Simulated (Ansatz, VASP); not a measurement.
## In in VASP and in Ansatz

```
In
1.0
    -1.88253    1.88253    2.03313
     1.88253   -1.88253    2.03313
     1.88253    1.88253   -2.03313
In
1
Direct
  0.00000 0.00000 0.00000
```

Change from the starting cell: strain +0.000 along x and y, +0.080 along z, atoms carried along.

Alike in both runs: task single point; functional PBE; k mesh 18 × 18 × 18; occupations gaussian, width 0.15 eV; no spin polarisation.

|  | VASP | Ansatz |
| --- | --- | --- |
| version | VASP 6.6.1 | Ansatz 0.2.0 |
| potentials or method | VASP PAW PBE potentials, release 64 (In_d), cutoff 520 eV | scalar-relativistic, plane waves, PAW |
| valence electrons in the cell | 13 | 13 |

|  | VASP | Ansatz | Ansatz less VASP |
| --- | --- | --- | --- |
| gap on the k mesh at the Fermi level (eV) | none | none | - |
| pressure (GPa) | -1.3 | -1.2 | +0.09 |

A gap of «none» marks a metal or a gap that the smearing closes. The functional is the same, so the differences come from potentials, cutoffs and numerics.
